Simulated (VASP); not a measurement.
## WC (de600): single point with LDA

WC (de600):

```
W C
1.0
     2.88425    0.00000    0.00000
    -1.44212    2.49783    0.00000
     0.00000    0.00000    2.81198
W C
1 1
Direct
  0.00000 0.00000 0.00000
  0.66667 0.33333 0.50000
```

```json
{"Program": "VASP 6.6.1", "Task": "single point", "Functional": "LDA", "Potentials or basis": "VASP PAW LDA potentials, release 64 (W_sv, C)", "Cutoff": "520 eV", "k mesh": "15 × 15 × 12", "Occupations": "gaussian, width 0.1 eV", "Spin": "no spin polarisation"}
```

```
Pressure               : 2.6 GPa
Band gap on the k mesh : zero (band 9 reaches 11.94 eV, above the bottom of band 10 at 10.69 eV)
```

Stress tensor (GPa, compression positive):
```
2.42 0.00 0.00
0.00 2.42 0.00
0.00 0.00 2.94
```

Levels at points of the mesh, in eV from the Fermi level:
```
           k point  band 7  band 8  band 9  band 10  band 11  band 12
(0.00, 0.00, 0.00)   -3.41   -3.41    0.17     3.34     3.34     5.78
(0.00, 0.00, 0.50)   -2.06   -2.06   -0.61    -0.61     3.81     4.59
```

Run time: 32 s on 1 thread of Intel(R) Xeon(R) Platinum 8259CL CPU @ 2.50GHz (Skylake/Cascade Lake) (shared host), peak memory 0.17 GiB.

Caveat: spin-orbit coupling is left out, which moves the levels of the heavy elements.
